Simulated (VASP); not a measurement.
# AlRu in VASP: a series of runs

Aim: see how the results for AlRu move with the level of theory and the settings. Levels: LDA, PBEsol, RPBE, BLYP, PBE. Tasks: single point, relaxation of the atoms.

Program: VASP 6.6.1. These are calculated values, not measurements. Logs are shortened: lines on timing, memory, paths and dates and some standing lists are left out, and cuts for length are marked.

### Step 1. The cell of the first run

The cell holds a slab with vacuum, 8 atoms: a = 2.992 Å, b = 2.992 Å, c = 25.471 Å, α = 90.00°, β = 90.00°, γ = 90.00°.

### Step 2. Single point, LDA

INCAR

```
SYSTEM = AlRu
PREC = Accurate
ENCUT = 520
EDIFF = 1E-6
ISMEAR = -1
SIGMA = 0.05
LREAL = .False.
LASPH = .True.
NELM = 100
ALGO = Normal
ISIF = 2
LWAVE = .False.
LCHARG = .False.
LDIPOL = .True.
IDIPOL = 3
DIPOL = 0.5 0.5 0.497
GGA = CA
NBANDS = 44
```

KPOINTS

```
Automatic mesh
0
Gamma
  9 9 1
  0 0 0
```

POSCAR

```
AlRu
1.0
    2.9916000000      0.0000000000      0.0000000000
    0.0000000000      2.9916000000      0.0000000000
    0.0000000000      0.0000000000     25.4706000000
Ru Al
4 4
Direct
    0.5000000000      0.5000000000      0.2944571388
    0.5000000000      0.5000000000      0.4119102024
    0.5000000000      0.5000000000      0.5263036643
    0.5000000000      0.5000000000      0.6435421054
    0.0000000000      0.0000000000      0.3531836706
    0.0000000000      0.0000000000      0.4706367341
    0.0000000000      0.0000000000      0.5827199314
    0.0000000000      0.0000000000      0.6908398436
```

Potentials or basis: VASP PAW LDA potentials, release 64 (Ru_pv, Al).

Started as:

```console
$ cat potpaw_LDA.64/Ru_pv/POTCAR potpaw_LDA.64/Al/POTCAR > POTCAR
$ mpirun -np 1 vasp_std > vasp.out
```

OUTCAR:

```text
SYSTEM = AlRu
   PREC = Accurate
   ENCUT = 520
   EDIFF = 1E-6
   ISMEAR = -1
   LREAL = .False.
   LASPH = .True.
   NELM = 100
   ISIF = 2
   GGA = CA

 ion  position               nearest neighbor table
   1  0.500  0.500  0.294-   5 2.59   5 2.59   5 2.59   5 2.59   2 2.99
   2  0.500  0.500  0.412-   6 2.59   6 2.59   6 2.59   6 2.59   5 2.59   5 2.59   5 2.59   5 2.59
                             3 2.91   1 2.99
   3  0.500  0.500  0.526-   6 2.55   6 2.55   6 2.55   6 2.55   7 2.56   7 2.56   7 2.56   7 2.56
                             2 2.91   4 2.99
   4  0.500  0.500  0.644-   8 2.43   8 2.43   8 2.43   8 2.43   7 2.62   7 2.62   7 2.62   7 2.62
                             3 2.99
   5  0.000  0.000  0.353-   2 2.59   2 2.59   2 2.59   2 2.59   1 2.59   1 2.59   1 2.59   1 2.59
                             6 2.99
   6  0.000  0.000  0.471-   3 2.55   3 2.55   3 2.55   3 2.55   2 2.59   2 2.59   2 2.59   2 2.59
                             7 2.85   5 2.99
   7  0.000  0.000  0.583-   3 2.56   3 2.56   3 2.56   3 2.56   4 2.62   4 2.62   4 2.62   4 2.62
                             8 2.75   6 2.85
   8  0.000  0.000  0.691-   4 2.43   4 2.43   4 2.43   4 2.43   7 2.75

  LATTYP: Found a simple tetragonal cell.
 ALAT       =     2.9916000000
 C/A-ratio  =     8.5140393101

  Lattice vectors:

 A1 = (   2.9916000000,   0.0000000000,   0.0000000000)
 A2 = (   0.0000000000,   2.9916000000,   0.0000000000)
 A3 = (   0.0000000000,   0.0000000000,  25.4706000000)

Analysis of symmetry for initial positions (statically):
=====================================================================
 Subroutine PRICEL returns:
 Original cell was already a primitive cell.

 Routine SETGRP: Setting up the symmetry group for a
 simple tetragonal supercell.

 Subroutine GETGRP returns: Found  8 space group operations
 (whereof  8 operations were pure point group operations)
 out of a pool of 16 trial point group operations.

The static configuration has the point symmetry C_4v.

Analysis of symmetry for dynamics (positions and initial velocities):
=====================================================================
 Subroutine PRICEL returns:
 Original cell was already a primitive cell.

 Routine SETGRP: Setting up the symmetry group for a
 simple tetragonal supercell.

 Subroutine GETGRP returns: Found  8 space group operations
 (whereof  8 operations were pure point group operations)
 out of a pool of 16 trial point group operations.

The dynamic configuration has the point symmetry C_4v.

 Subroutine INISYM returns: Found  8 space group operations
 (whereof  8 operations are pure point group operations),
 and found     1 'primitive' translations

----------------------------------------------------------------------------------------

                                     Primitive cell

  volume of cell :     227.9535

  direct lattice vectors                    reciprocal lattice vectors
     2.991600000  0.000000000  0.000000000     0.334269287  0.000000000  0.000000000
     0.000000000  2.991600000  0.000000000     0.000000000  0.334269287  0.000000000
     0.000000000  0.000000000 25.470600000     0.000000000  0.000000000  0.039260952

  length of vectors
     2.991600000  2.991600000 25.470600000     0.334269287  0.334269287  0.039260952

  position of ions in fractional coordinates (direct lattice)
     0.500000000  0.500000000  0.294457139
     0.500000000  0.500000000  0.411910202
     0.500000000  0.500000000  0.526303664
     0.500000000  0.500000000  0.643542105
     0.000000000  0.000000000  0.353183671
     0.000000000  0.000000000  0.470636734
     0.000000000  0.000000000  0.582719931
     0.000000000  0.000000000  0.690839844

  ion indices of the primitive-cell ions
   primitive index   ion index
                 1           1
                 2           2
                 3           3
                 4           4
                 5           5
                 6           6
                 7           7
                 8           8

----------------------------------------------------------------------------------------

 KPOINTS: Automatic mesh

Automatic generation of k-mesh.
 Grid dimensions read from file:
 generate k-points for:    9    9    1

 Generating k-lattice:

  Cartesian coordinates                     Fractional coordinates (reciprocal lattice)
     0.037141032  0.000000000  0.000000000     0.111111111  0.000000000  0.000000000
     0.000000000  0.037141032  0.000000000     0.000000000  0.111111111  0.000000000
     0.000000000  0.000000000  0.039260952     0.000000000  0.000000000  1.000000000

  Length of vectors
     0.037141032  0.037141032  0.039260952

  Shift w.r.t. Gamma in fractional coordinates (k-lattice)
     0.000000000  0.000000000  0.000000000

 Subroutine IBZKPT returns following result:
 ===========================================

 Found     15 irreducible k-points:

 Following reciprocal coordinates:
            Coordinates               Weight
  0.000000  0.000000  0.000000      1.000000
  0.111111  0.000000  0.000000      4.000000
  0.222222  0.000000  0.000000      4.000000
  0.333333  0.000000  0.000000      4.000000
  0.444444  0.000000  0.000000      4.000000
  0.111111  0.111111  0.000000      4.000000
  0.222222  0.111111  0.000000      8.000000
  0.333333  0.111111  0.000000      8.000000
  0.444444  0.111111  0.000000      8.000000
  0.222222  0.222222  0.000000      4.000000
  0.333333  0.222222  0.000000      8.000000
  0.444444  0.222222  0.000000      8.000000
  0.333333  0.333333  0.000000      4.000000
  0.444444  0.333333  0.000000      8.000000
  0.444444  0.444444  0.000000      4.000000
   k-points           NKPTS =     15   k-points in BZ     NKDIM =     15   number of bands    NBANDS=     44
   number of dos      NEDOS =    301   number of ions     NIONS =      8
   total plane-waves  NPLWV = 110592
   dimension x,y,z NGX =    24 NGY =   24 NGZ =  192
   dimension x,y,z NGXF=    48 NGYF=   48 NGZF=  384
   ions per type =               4   4
   NGX,Y,Z   is equivalent  to a cutoff of  13.34, 13.34, 12.53 a.u.
   NGXF,Y,Z  is equivalent  to a cutoff of  26.67, 26.67, 25.06 a.u.
 SYSTEM =  AlRu
   PREC   = accura    normal or accurate (medium, high low for compatibility)
   ISTART =      0    job   : 0-new  1-cont  2-samecut
   ICHARG =      2    charge: 1-file 2-atom 10-const
   ISPIN  =      1    spin polarized calculation?
   LNONCOLLINEAR =      F non collinear calculations
   LSORBIT =      F    spin-orbit coupling
   LASPH  =      T    aspherical Exc in radial PAW
   ENCUT  =  520.0 eV  38.22 Ry    6.18 a.u.   5.56  5.56 47.36*2*pi/ulx,y,z
   NELM   =    100;   NELMIN=  2; NELMDL= -5     # of ELM steps
   EDIFF  = 0.1E-05   stopping-criterion for ELM
   LREAL  =      F    real-space projection
   EDIFFG = 0.1E-04   stopping-criterion for IOM
   NSW    =      0    number of steps for IOM
   IBRION =     -1    ionic relax: 0-MD 1-quasi-New 2-CG
   NFREE  =      0    steps in history (QN), initial steepest desc. (CG)
   ISIF   =      2    stress and relaxation
   ISYM   =      2    0-nonsym 1-usesym 2-fastsym
   POTIM  = 0.5000    time-step for ionic-motion
   TEBEG  =    0.0;   TEEND  =   0.0 temperature during run
   PSTRESS=    0.0 pullay stress
   NELECT =      68.0000    total number of electrons
   NUPDOWN=      -1.0000    fix difference up-down
   EMIN   =  10.00;   EMAX   =-10.00  energy-range for DOS
   EFERMI =   0.00;   METHOD = LEGACY
   ISMEAR =    -1;   SIGMA  =   0.05  broadening in eV -4-tet -1-fermi 0-gaus
   EFERMI_NEDOS =   21; number of points for ismear=-14 and -15
   IALGO  =     38    algorithm
   IMIX   =      4    mixing-type and parameters
     AMIX     =   0.40;   BMIX     =  1.00
     AMIX_MAG =   1.60;   BMIX_MAG =  1.00
  volume/ion in A,a.u.               =      28.49       192.29
  Fermi-wavevector in a.u.,A,eV,Ry     =   1.093862  2.067099 16.279824  1.196533
  Thomas-Fermi vector in A             =   2.230155
   LORBIT       =      0    0 simple, 1 ext, 2 COOP (PROOUT), +10 PAW based schemes
   GGA     = CA    functional components
   LHFCALC =     F    Hartree Fock is set to
   AEXX    =    0.0000 exact exchange contribution
   IVDW    =     0    specifies the selected vdW correction
   LEPSILON=     F    determine dielectric tensor
   LRPA    =     F    only Hartree local field effects (RPA)
 non-spin polarized calculation
  energy-cutoff  :      520.00
  volume of cell :      227.95
 maximum number of plane-waves:      6172
 NGX is ok and might be reduce to    24
   NGX = 11   NGY = 11   NGZ = 95

 dipolmoment           0.000000      0.000000      0.032648 electrons x Angstroem

 number of electron      67.9999989 magnetization

 dipolmoment           0.000000      0.000000     -0.066310 electrons x Angstroem

 Free energy of the ion-electron system (eV)
  ---------------------------------------------------
  ext. energy  EPLUGINS =         0.00000000
  ---------------------------------------------------
  free energy    TOTEN  =       -61.27207725 eV

  energy without entropy =      -61.22402262  energy(sigma->0) =      -61.24804993

 E-fermi :   2.8938     XC(G=0):  -6.8155

 val. band max:        2.8447007380   @ k =   0.2222   0.1111   0.0000
 cond. band min:       2.8961915134   @ k =   0.2222   0.0000   0.0000
 fundamental gap:      0.0514907754
 Fermi energy:         2.8937602896

 k-point     1 :       0.0000    0.0000    0.0000
  band No.  band energies     occupation
      1     -38.9716      2.00000
      2     -38.8820      2.00000
      3     -38.8409      2.00000
      4     -38.8409      2.00000
      5     -38.7822      2.00000
      6     -38.7366      2.00000
[... 36 lines left out ...]
     43       7.7698      0.00000
     44       8.8697      0.00000
[... 617 lines left out ...]
      4     -38.9152      2.00000
      5     -38.9147      2.00000
      6     -38.8368      2.00000
[... 36 lines left out ...]
     43       7.5544      0.00000
     44       7.6676      0.00000

------------------------ aborting loop because EDIFF is reached ----------------------------------------

 vacuum level on the upper side and lower side of the slab       (xc-potential included)        -0.796         0.505

  FORCE on cell =-STRESS in cart. coord.  units (eV):
  Direction    XX          YY          ZZ          XY          YZ          ZX
  --------------------------------------------------------------------------------------
  -------------------------------------------------------------------------------------
  Total       -5.2406656     -5.2406656     -3.1996187      0.0000000      0.0000000      0.0000000
  in kB      -36.8341628    -36.8341628    -22.4886085      0.0000000      0.0000000      0.0000000
  external PRESSURE =     -32.0523114 kB  Pullay stress =       0.0000000 kB

 VOLUME and BASIS-vectors are now :
 -----------------------------------------------------------------------------
  energy-cutoff  :      520.00
  volume of cell :      227.95
      direct lattice vectors                 reciprocal lattice vectors
     2.991600000  0.000000000  0.000000000     0.334269287  0.000000000  0.000000000
     0.000000000  2.991600000  0.000000000     0.000000000  0.334269287  0.000000000
     0.000000000  0.000000000 25.470600000     0.000000000  0.000000000  0.039260952

 POSITION                                       TOTAL-FORCE (eV/Angst)
 -----------------------------------------------------------------------------------
      1.49580      1.49580      7.50000         0.000000     -0.000000      1.154530
      1.49580      1.49580     10.49160         0.000000      0.000000     -0.589635
      1.49580      1.49580     13.40527         0.000000     -0.000000      0.001568
      1.49580      1.49580     16.39140        -0.000000     -0.000000     -0.017932
      0.00000      0.00000      8.99580         0.000000     -0.000000     -0.312270
      0.00000      0.00000     11.98740         0.000000     -0.000000     -0.292568
      0.00000      0.00000     14.84223         0.000000     -0.000000      0.009836
      0.00000      0.00000     17.59611         0.000000     -0.000000      0.046471
 -----------------------------------------------------------------------------------
    total drift:                                0.000000     -0.000000     -0.000403

  FREE ENERGIE OF THE ION-ELECTRON SYSTEM (eV)
  ---------------------------------------------------
  free  energy   TOTEN  =       -61.2720772471 eV

  energy  without entropy=      -61.2240226179  energy(sigma->0) =      -61.24804993

 vacuum level on the upper side and lower side of the slab         6.179         7.511
```

It took 3.4 min on 1 thread of Intel Xeon 6975P-C (Granite Rapids), shared host; peak memory 0.32 GiB.

Results:

```
Free energy            : -61.2721 eV
Largest force          : 1.155 eV/Å
Band gap on the k mesh : zero (bands 34 and 35 overlap by 1.79 eV)
```

Forces on the atoms (eV/Å):
```
Ru   0.000  0.000  1.155
Ru   0.000  0.000 -0.590
Ru   0.000  0.000  0.002
Ru   0.000  0.000 -0.018
Al   0.000  0.000 -0.312
Al   0.000  0.000 -0.293
Al   0.000  0.000  0.010
Al   0.000  0.000  0.046
```

Levels at points of the mesh, in eV from the Fermi level:
```
           k point  band 32  band 33  band 34  band 35  band 36  band 37
(0.00, 0.00, 0.00)    -0.10     0.10     0.10     0.16     0.31     0.63
```

### Step 3. Single point, PBEsol

INCAR

```
SYSTEM = AlRu
ALGO = Normal ; DIPOL = 0.5 0.5 0.498
EDIFF = 1E-7 ; ENCUT = 520
GGA = PS ; IDIPOL = 3
ISIF = 2 ; ISMEAR = -1
LASPH = .TRUE. ; LCHARG = .FALSE.
LDIPOL = .TRUE. ; LREAL = .FALSE.
LWAVE = .FALSE. ; NBANDS = 44
NELM = 80 ; PREC = Accurate
SIGMA = 0.05
```

KPOINTS

```
k-points
0
G
  9 9 1
  0 0 0
```

POSCAR

```
AlRu
1.0
    2.9916000000      0.0000000000      0.0000000000
    0.0000000000      2.9916000000      0.0000000000
    0.0000000000      0.0000000000     25.4706000000
Ru Al
4 4
Direct
    0.5000000000      0.5000000000      0.2944571388
    0.5000000000      0.5000000000      0.4119102024
    0.5000000000      0.5000000000      0.5274203421
    0.5000000000      0.5000000000      0.6460641021
    0.0000000000      0.0000000000      0.3531836706
    0.0000000000      0.0000000000      0.4706367341
    0.0000000000      0.0000000000      0.5847857385
    0.0000000000      0.0000000000      0.6944422817
```

Potentials or basis: VASP PAW PBE potentials, release 64 (Ru_pv, Al).

Started as:

```console
$ cat potpaw_PBE.64/Ru_pv/POTCAR potpaw_PBE.64/Al/POTCAR > POTCAR
$ mpirun -np 1 vasp_std > vasp.out
```

Wall time 5 min (1 thread of Intel Xeon 6975P-C (Granite Rapids), shared host); peak memory 0.39 GiB.

It converged, with:

```
Free energy            : -58.8001 eV
Largest force          : 0.900 eV/Å
Band gap on the k mesh : zero (bands 34 and 35 overlap by 1.80 eV)
```

Forces in eV/Å, atoms in the order of the input:
```
Ru   0.000  0.000  0.900
Ru   0.000  0.000 -0.513
Ru   0.000  0.000 -0.002
Ru   0.000  0.000 -0.014
Al   0.000  0.000 -0.289
Al   0.000  0.000 -0.105
Al   0.000  0.000  0.005
Al   0.000  0.000  0.019
```

Levels at points of the mesh, in eV from the Fermi level:
| k point | band 30 | band 31 | band 32 | band 33 | band 34 | band 35 | band 36 | band 37 | band 38 | band 39 |
| --- | --- | --- | --- | --- | --- | --- | --- | --- | --- | --- |
| (0.00, 0.00, 0.00) | -0.45 | -0.07 | -0.06 | 0.10 | 0.10 | 0.20 | 0.35 | 0.63 | 0.86 | 2.53 |

Caveat: the PAW data sets were made with another functional, which shifts forces and pressure a little.

### Step 4. Single point, RPBE

INCAR

```
SYSTEM = AlRu
PREC = Accurate
ENCUT = 520
EDIFF = 1E-7
ISMEAR = -1
SIGMA = 0.05
LREAL = .False.
LASPH = .True.
NELM = 80
ALGO = Normal
ISIF = 2
LWAVE = .False.
LCHARG = .False.
LDIPOL = .True.
IDIPOL = 3
DIPOL = 0.5 0.5 0.500
GGA = RP
NBANDS = 44
```

KPOINTS

```
regular mesh
0
Gamma
  9 9 1
  0 0 0
```

POSCAR

```
AlRu
1.0
    2.9916000000      0.0000000000      0.0000000000
    0.0000000000      2.9916000000      0.0000000000
    0.0000000000      0.0000000000     25.4706000000
Ru Al
4 4
Direct
    0.5000000000      0.5000000000      0.2944571388
    0.5000000000      0.5000000000      0.4119102024
    0.5000000000      0.5000000000      0.5296600591
    0.5000000000      0.5000000000      0.6514320291
    0.0000000000      0.0000000000      0.3531836706
    0.0000000000      0.0000000000      0.4706367341
    0.0000000000      0.0000000000      0.5887360605
    0.0000000000      0.0000000000      0.7013572730
```

Started as:

```console
$ cat potpaw_PBE.64/Ru_pv/POTCAR potpaw_PBE.64/Al/POTCAR > POTCAR
$ mpirun -np 1 vasp_std > vasp.out
```

It took 4.8 min on 1 thread of Intel Xeon 6975P-C (Granite Rapids), shared host; peak memory 0.39 GiB.

The run converged. Its results:

```
Free energy            : -50.7289 eV
Largest force          : 0.380 eV/Å
Band gap on the k mesh : zero (bands 34 and 35 overlap by 1.83 eV)
```

Forces in eV/Å, atoms in the order of the input:
```
Ru   0.000  0.000  0.380
Ru   0.000  0.000 -0.372
Ru   0.000  0.000 -0.002
Ru   0.000  0.000 -0.003
Al   0.000  0.000 -0.262
Al   0.000  0.000  0.262
Al   0.000  0.000  0.003
Al   0.000  0.000 -0.007
```

Levels at points of the mesh, in eV from the Fermi level:
```csv
k point,band 32,band 33,band 34,band 35,band 36,band 37
"(0.00, 0.00, 0.00)",0.04,0.08,0.08,0.23,0.42,0.62
```

Caveat: the PAW data sets were made with another functional, which shifts forces and pressure a little.

(Continued in part 2 of 2.)
